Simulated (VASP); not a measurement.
Here is a VASP 6.6.1 calculation.

Contents of INCAR:

```
  PREC = Accurate
  ENCUT = 520
  EDIFF = 1E-7
  ISMEAR = 0
  SIGMA = 0.1
  LREAL = F
  LASPH = T
  NELM = 80
  ALGO = Fast
  ISIF = 2
  LWAVE = F
  LCHARG = F
  GGA = PE
  NBANDS = 34
```

The input KPOINTS:

```
regular mesh
0
Gamma
  8 8 6
```

Contents of POSCAR:

```
Ga2SnTe2
1.0
    5.4897237432      0.0000000000      0.0000000000
    0.0000000000      5.4897237432      0.0000000000
    0.0000000000      0.0000000000      6.0752592019
Ga Sn Te
2 1 2
Direct
    0.0000000000      0.5000000000      0.5000000000
    0.5000000000      0.0000000000      0.5000000000
    0.0000000000      0.0000000000      0.5000000000
    0.5000000000      0.5000000000      0.2515011860
    0.5000000000      0.5000000000      0.7484988140
```

Potentials or basis: VASP PAW PBE potentials, release 64 (Ga_d, Sn_d, Te).

The run is started by

```console
$ cat potpaw_PBE.64/Ga_d/POTCAR potpaw_PBE.64/Sn_d/POTCAR potpaw_PBE.64/Te/POTCAR > POTCAR
$ mpirun -np 1 vasp_std > vasp.out
```

(1) What does it give for the largest force?

(2) Predict the band gap on the k mesh.

(3) Predict the pressure.

Answers

(1) 0.005 eV/Å.

(2) zero (bands 26 and 27 overlap by 1.59 eV).

(3) 0.0 GPa.

Caveat: spin-orbit coupling is left out, which moves the levels of the heavy elements.
